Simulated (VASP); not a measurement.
# CdS (P6_3/mmc) in VASP: a series of runs

CdS is run at these levels: LDA, PBE; tasks: single point.

All numbers are computed with VASP 6.6.1; they aren't measurements. Logs are shortened: lines on timing, memory, paths and dates and some standing lists are left out, and cuts for length are marked.

### Step 1. The cell of the first run

The structure is hexagonal, space group P6_3/mmc (No. 194). Conventional cell: a = 4.409 Å, b = 4.409 Å, c = 5.748 Å, α = 90.00°, β = 90.00°, γ = 120.00°. Within 3.4 Å of Cd (site symmetry -6m2) lie 5 S at 2.55 to 2.87 Å. S (site symmetry -6m2) has 5 Cd at 2.55 to 2.87 Å within 3.4 Å.

### Step 2. Single point, LDA

The input, INCAR:

```
SYSTEM = CdS
ALGO = Normal ; EDIFF = 1E-7
ENCUT = 520 ; GGA = CA
ISIF = 2 ; ISMEAR = 0
LASPH = .TRUE. ; LCHARG = .FALSE.
LREAL = .FALSE. ; LWAVE = .FALSE.
NBANDS = 26 ; NELM = 100
PREC = Accurate ; SIGMA = 0.01
```

The input, KPOINTS:

```
k-points
0
G
  6 6 4
  0 0 0
```

The input, POSCAR:

```
CdS
1.0
    4.4085296518      0.0000000000      0.0000000000
   -2.2042648259      3.8178986718      0.0000000000
    0.0000000000      0.0000000000      5.7481182114
Cd S
2 2
Direct
    0.3333333333      0.6666666667      0.2500000000
    0.6666666667      0.3333333333      0.7500000000
    0.6666666667      0.3333333333      0.2500000000
    0.3333333333      0.6666666667      0.7500000000
```

Potentials or basis: VASP PAW LDA potentials, release 64 (Cd, S).

Launch:

```console
$ cat potpaw_LDA.64/Cd/POTCAR potpaw_LDA.64/S/POTCAR > POTCAR
$ mpirun -np 1 vasp_std > vasp.out
```

OUTCAR:

```text
SYSTEM = CdS
   EDIFF = 1E-7
   ENCUT = 520
   GGA = CA
   ISIF = 2
   ISMEAR = 0
   LASPH = .TRUE.
   LREAL = .FALSE.
   NELM = 100
   PREC = Accurate

 ion  position               nearest neighbor table
   1  0.333  0.667  0.250-   3 2.55   3 2.55   3 2.55   4 2.87   4 2.87
   2  0.667  0.333  0.750-   4 2.55   4 2.55   4 2.55   3 2.87   3 2.87
   3  0.667  0.333  0.250-   1 2.55   1 2.55   1 2.55   2 2.87   2 2.87
   4  0.333  0.667  0.750-   2 2.55   2 2.55   2 2.55   1 2.87   1 2.87

  LATTYP: Found a hexagonal cell.
 ALAT       =     4.4085296518
 C/A-ratio  =     1.3038628898

  Lattice vectors:

 A1 = (   4.4085296518,   0.0000000000,   0.0000000000)
 A2 = (  -2.2042648259,   3.8178986718,   0.0000000000)
 A3 = (   0.0000000000,   0.0000000000,   5.7481182114)

Analysis of symmetry for initial positions (statically):
=====================================================================
 Subroutine PRICEL returns:
 Original cell was already a primitive cell.

 Routine SETGRP: Setting up the symmetry group for a
 hexagonal supercell.

 Subroutine GETGRP returns: Found 24 space group operations
 (whereof 12 operations were pure point group operations)
 out of a pool of 24 trial point group operations.

The static configuration has the point symmetry D_3d.
 The point group associated with its full space group is D_6h.

Analysis of symmetry for dynamics (positions and initial velocities):
=====================================================================
 Subroutine PRICEL returns:
 Original cell was already a primitive cell.

 Routine SETGRP: Setting up the symmetry group for a
 hexagonal supercell.

 Subroutine GETGRP returns: Found 24 space group operations
 (whereof 12 operations were pure point group operations)
 out of a pool of 24 trial point group operations.

The dynamic configuration has the point symmetry D_3d.
 The point group associated with its full space group is D_6h.

 Subroutine INISYM returns: Found 24 space group operations
 (whereof 12 operations are pure point group operations),
 and found     1 'primitive' translations

----------------------------------------------------------------------------------------

                                     Primitive cell

  volume of cell :      96.7484

  direct lattice vectors                    reciprocal lattice vectors
     4.408529652  0.000000000  0.000000000     0.226832999  0.130962093  0.000000000
    -2.204264826  3.817898672  0.000000000     0.000000000  0.261924186  0.000000000
     0.000000000  0.000000000  5.748118211     0.000000000  0.000000000  0.173969978

  length of vectors
     4.408529652  4.408529652  5.748118211     0.261924186  0.261924186  0.173969978

  position of ions in fractional coordinates (direct lattice)
     0.333333333  0.666666667  0.250000000
     0.666666667  0.333333333  0.750000000
     0.666666667  0.333333333  0.250000000
     0.333333333  0.666666667  0.750000000

  ion indices of the primitive-cell ions
   primitive index   ion index
                 1           1
                 2           2
                 3           3
                 4           4

----------------------------------------------------------------------------------------

 KPOINTS: k-points

Automatic generation of k-mesh.
 Grid dimensions read from file:
 generate k-points for:    6    6    4

 Generating k-lattice:

  Cartesian coordinates                     Fractional coordinates (reciprocal lattice)
     0.037805500  0.021827015  0.000000000     0.166666667  0.000000000  0.000000000
     0.000000000  0.043654031  0.000000000     0.000000000  0.166666667  0.000000000
     0.000000000  0.000000000  0.043492495     0.000000000  0.000000000  0.250000000

  Length of vectors
     0.043654031  0.043654031  0.043492495

  Shift w.r.t. Gamma in fractional coordinates (k-lattice)
     0.000000000  0.000000000  0.000000000

 Subroutine IBZKPT returns following result:
 ===========================================

 Found     21 irreducible k-points:

 Following reciprocal coordinates:
            Coordinates               Weight
  0.000000  0.000000  0.000000      1.000000
  0.166667 -0.000000  0.000000      6.000000
  0.333333  0.000000  0.000000      6.000000
  0.500000  0.000000  0.000000      3.000000
  0.166667  0.166667  0.000000      6.000000
  0.333333  0.166667  0.000000     12.000000
[... 13 lines left out ...]
  0.333333  0.166667  0.500000     12.000000
  0.333333  0.333333  0.500000      2.000000
   k-points           NKPTS =     21   k-points in BZ     NKDIM =     21   number of bands    NBANDS=     26
   number of dos      NEDOS =    301   number of ions     NIONS =      4
   total plane-waves  NPLWV =  62208
   dimension x,y,z NGX =    36 NGY =   36 NGZ =   48
   dimension x,y,z NGXF=    72 NGYF=   72 NGZF=   96
   ions per type =               2   2
   NGX,Y,Z   is equivalent  to a cutoff of  13.58, 13.58, 13.88 a.u.
   NGXF,Y,Z  is equivalent  to a cutoff of  27.15, 27.15, 27.76 a.u.
 SYSTEM =  CdS
   PREC   = accura    normal or accurate (medium, high low for compatibility)
   ISTART =      0    job   : 0-new  1-cont  2-samecut
   ICHARG =      2    charge: 1-file 2-atom 10-const
   ISPIN  =      1    spin polarized calculation?
   LNONCOLLINEAR =      F non collinear calculations
   LSORBIT =      F    spin-orbit coupling
   LASPH  =      T    aspherical Exc in radial PAW
   ENCUT  =  520.0 eV  38.22 Ry    6.18 a.u.   8.20  8.20 10.69*2*pi/ulx,y,z
   NELM   =    100;   NELMIN=  2; NELMDL= -5     # of ELM steps
   EDIFF  = 0.1E-06   stopping-criterion for ELM
   LREAL  =      F    real-space projection
   EDIFFG = 0.1E-05   stopping-criterion for IOM
   NSW    =      0    number of steps for IOM
   IBRION =     -1    ionic relax: 0-MD 1-quasi-New 2-CG
   NFREE  =      0    steps in history (QN), initial steepest desc. (CG)
   ISIF   =      2    stress and relaxation
   ISYM   =      2    0-nonsym 1-usesym 2-fastsym
   POTIM  = 0.5000    time-step for ionic-motion
   TEBEG  =    0.0;   TEEND  =   0.0 temperature during run
   PSTRESS=    0.0 pullay stress
   NELECT =      36.0000    total number of electrons
   NUPDOWN=      -1.0000    fix difference up-down
   EMIN   =  10.00;   EMAX   =-10.00  energy-range for DOS
   EFERMI =   0.00;   METHOD = LEGACY
   ISMEAR =     0;   SIGMA  =   0.01  broadening in eV -4-tet -1-fermi 0-gaus
   EFERMI_NEDOS =   21; number of points for ismear=-14 and -15
   IALGO  =     38    algorithm
   IMIX   =      4    mixing-type and parameters
     AMIX     =   0.40;   BMIX     =  1.00
     AMIX_MAG =   1.60;   BMIX_MAG =  1.00
  volume/ion in A,a.u.               =      24.19       163.22
  Fermi-wavevector in a.u.,A,eV,Ry     =   1.177500  2.225153 18.864574  1.386507
  Thomas-Fermi vector in A             =   2.313846
   LORBIT       =      0    0 simple, 1 ext, 2 COOP (PROOUT), +10 PAW based schemes
   GGA     = CA    functional components
   LHFCALC =     F    Hartree Fock is set to
   AEXX    =    0.0000 exact exchange contribution
   IVDW    =     0    specifies the selected vdW correction
   LEPSILON=     F    determine dielectric tensor
   LRPA    =     F    only Hartree local field effects (RPA)
 non-spin polarized calculation
 Gauss-broadening in eV      SIGMA  =   0.01
  energy-cutoff  :      520.00
  volume of cell :       96.75
 maximum number of plane-waves:      2631
 NGX is ok and might be reduce to    36
   NGX = 17   NGY = 17   NGZ = 21

 number of electron      36.0000001 magnetization

 Free energy of the ion-electron system (eV)
  ---------------------------------------------------
  ext. energy  EPLUGINS =         0.00000000
  ---------------------------------------------------
  free energy    TOTEN  =       -14.43520756 eV

  energy without entropy =      -14.43520756  energy(sigma->0) =      -14.43520756

 E-fermi :   1.4397     XC(G=0):  -9.7208

 val. band max:        1.3976124602   @ k =   0.3333   0.3333   0.5000
 cond. band min:       2.1350501190   @ k =   0.0000   0.0000   0.0000
 fundamental gap:      0.7374376587
 Fermi energy:         1.4397492189

 k-point     1 :       0.0000    0.0000    0.0000
  band No.  band energies     occupation
      1     -11.0194      2.00000
      2     -10.3058      2.00000
      3      -6.4642      2.00000
      4      -6.4642      2.00000
      5      -6.4515      2.00000
      6      -6.4515      2.00000
[... 18 lines left out ...]
     25      10.0337      0.00000
     26      10.1865      0.00000

 k-point     2 :       0.1667   -0.0000    0.0000
  band No.  band energies     occupation
      1     -10.9184      2.00000
      2     -10.2834      2.00000
      3      -6.4186      2.00000
      4      -6.4139      2.00000
      5      -6.4032      2.00000
      6      -6.3903      2.00000
[... 18 lines left out ...]
     25       9.0172      0.00000
     26       9.9359      0.00000

 k-point     3 :       0.3333    0.0000    0.0000
  band No.  band energies     occupation
      1     -10.6859      2.00000
      2     -10.2651      2.00000
      3      -6.3077      2.00000
      4      -6.2871      2.00000
      5      -6.2588      2.00000
      6      -6.2178      2.00000
[... 18 lines left out ...]
     25       9.6289      0.00000
     26       9.7241      0.00000

 k-point     4 :       0.5000    0.0000    0.0000
  band No.  band energies     occupation
      1     -10.5321      2.00000
      2     -10.2916      2.00000
      3      -6.2518      2.00000
      4      -6.1925      2.00000
      5      -6.1874      2.00000
      6      -6.1788      2.00000
[... 18 lines left out ...]
     25       9.7919      0.00000
     26      11.2457      0.00000

 k-point     5 :       0.1667    0.1667    0.0000
  band No.  band energies     occupation
      1     -10.7499      2.00000
      2     -10.2646      2.00000
      3      -6.3669      2.00000
      4      -6.3312      2.00000
      5      -6.2809      2.00000
      6      -6.2627      2.00000
[... 18 lines left out ...]
     25       9.0022      0.00000
     26      10.0174      0.00000

 k-point     6 :       0.3333    0.1667    0.0000
  band No.  band energies     occupation
      1     -10.5341      2.00000
      2     -10.2909      2.00000
      3      -6.2761      2.00000
      4      -6.2226      2.00000
      5      -6.1974      2.00000
      6      -6.1590      2.00000
[... 340 lines left out ...]
 k-point    18 :       0.5000    0.0000    0.5000
  band No.  band energies     occupation
      1     -10.3213      2.00000
      2     -10.3213      2.00000
      3      -6.3285      2.00000
      4      -6.3285      2.00000
      5      -6.2529      2.00000
      6      -6.2529      2.00000
[... 18 lines left out ...]
     25       9.9067      0.00000
     26       9.9067      0.00000

 k-point    19 :       0.1667    0.1667    0.5000
  band No.  band energies     occupation
      1     -10.4281      2.00000
      2     -10.4281      2.00000
      3      -6.3798      2.00000
      4      -6.3798      2.00000
      5      -6.3297      2.00000
      6      -6.3297      2.00000
[... 18 lines left out ...]
     25       8.7979      0.00000
     26       8.7979      0.00000

 k-point    20 :       0.3333    0.1667    0.5000
  band No.  band energies     occupation
      1     -10.3219      2.00000
      2     -10.3219      2.00000
      3      -6.3314      2.00000
      4      -6.3314      2.00000
      5      -6.2614      2.00000
      6      -6.2614      2.00000
[... 18 lines left out ...]
     25       9.5093      0.00000
     26       9.5093      0.00000

 k-point    21 :       0.3333    0.3333    0.5000
  band No.  band energies     occupation
      1     -10.2870      2.00000
      2     -10.2870      2.00000
      3      -6.3418      2.00000
      4      -6.3418      2.00000
      5      -6.2120      2.00000
      6      -6.2120      2.00000
[... 18 lines left out ...]
     25       8.9706      0.00000
     26       8.9706      0.00000

------------------------ aborting loop because EDIFF is reached ----------------------------------------

  FORCE on cell =-STRESS in cart. coord.  units (eV):
  Direction    XX          YY          ZZ          XY          YZ          ZX
  --------------------------------------------------------------------------------------
  -------------------------------------------------------------------------------------
  Total       -2.1851517     -2.1851517     -1.9323378      0.0000000      0.0000000      0.0000000
  in kB      -36.1866458    -36.1866458    -31.9999846      0.0000000      0.0000000      0.0000000
  external PRESSURE =     -34.7910921 kB  Pullay stress =       0.0000000 kB

 VOLUME and BASIS-vectors are now :
 -----------------------------------------------------------------------------
  energy-cutoff  :      520.00
  volume of cell :       96.75
      direct lattice vectors                 reciprocal lattice vectors
     4.408529652  0.000000000  0.000000000     0.226832999  0.130962093  0.000000000
    -2.204264826  3.817898672  0.000000000     0.000000000  0.261924186  0.000000000
     0.000000000  0.000000000  5.748118211     0.000000000  0.000000000  0.173969978

 POSITION                                       TOTAL-FORCE (eV/Angst)
 -----------------------------------------------------------------------------------
     -0.00000      2.54527      1.43703         0.000000      0.000000      0.000000
      2.20426      1.27263      4.31109         0.000000     -0.000000     -0.000000
      2.20426      1.27263      1.43703        -0.000000      0.000000      0.000000
     -0.00000      2.54527      4.31109         0.000000     -0.000000     -0.000000
 -----------------------------------------------------------------------------------
    total drift:                               -0.000000      0.000000      0.000000

  FREE ENERGIE OF THE ION-ELECTRON SYSTEM (eV)
  ---------------------------------------------------
  free  energy   TOTEN  =       -14.4352075597 eV

  energy  without entropy=      -14.4352075597  energy(sigma->0) =      -14.43520756
```

Wall time 26 s (1 thread of Intel Xeon 6975P-C (Granite Rapids), shared host); peak memory 0.22 GiB.

Results:

```yaml
Free_energy: -14.4352 eV
Pressure: -3.5 GPa
Band_gap_on_the_k_mesh: 0.74 eV (least direct gap 1.02 eV)
```

Caveat: the cell stands under tension.

### Step 3. Single point, PBE

This run uses another cell than the first one, of 24.80 Å³/atom.

The input, INCAR:

```
PREC = Accurate ; ENCUT = 520
EDIFF = 1E-6 ; ISMEAR = -1
SIGMA = 0.02 ; LREAL = F
LASPH = T ; NELM = 100
ALGO = Normal ; ISIF = 2
LWAVE = F ; LCHARG = F
GGA = PE ; NBANDS = 26
```

The input, KPOINTS:

```
Automatic mesh
0
Gamma
  6 6 4
```

The input, POSCAR:

```
CdS
1.0
    4.4324862168      0.0000000000      0.0000000000
   -2.2162431084      3.8386456656      0.0000000000
    0.0000000000      0.0000000000      5.8308018859
Cd S
2 2
Direct
    0.3333333333      0.6666666667      0.2500000000
    0.6666666667      0.3333333333      0.7500000000
    0.6666666667      0.3333333333      0.2500000000
    0.3333333333      0.6666666667      0.7500000000
```

Potentials or basis: VASP PAW PBE potentials, release 64 (Cd, S).

Launch:

```console
$ cat potpaw_PBE.64/Cd/POTCAR potpaw_PBE.64/S/POTCAR > POTCAR
$ mpirun -np 1 vasp_std > vasp.out
```

Wall time 28 s (1 thread of Intel Xeon 6975P-C (Granite Rapids), shared host); peak memory 0.24 GiB.

The run converged. Its results:

```yaml
Free_energy: -11.9348 eV
Pressure: 0.3 GPa
Band_gap_on_the_k_mesh: 1.02 eV (least direct gap 1.27 eV)
```

Stress tensor (GPa, compression positive):
```
0.37 0.00 0.00
0.00 0.37 0.00
0.00 0.00 0.23
```

Levels at points of the mesh, in eV from the valence-band top:
| k point | band 16 | band 17 | band 18 | band 19 | band 20 | band 21 |
| --- | --- | --- | --- | --- | --- | --- |
| (0.00, 0.00, 0.00) | -0.26 | -0.25 | -0.25 | 1.02 | 1.02 | 5.73 |
| (0.50, 0.00, 0.00) | -2.27 | -1.20 | -1.06 | 2.56 | 3.69 | 6.18 |
| (0.00, 0.00, 0.50) | -0.67 | -0.67 | -0.67 | 2.80 | 2.80 | 5.86 |
| (0.50, 0.00, 0.50) | -1.71 | -0.35 | -0.35 | 3.80 | 3.80 | 5.09 |

A k mesh can miss the band edges.
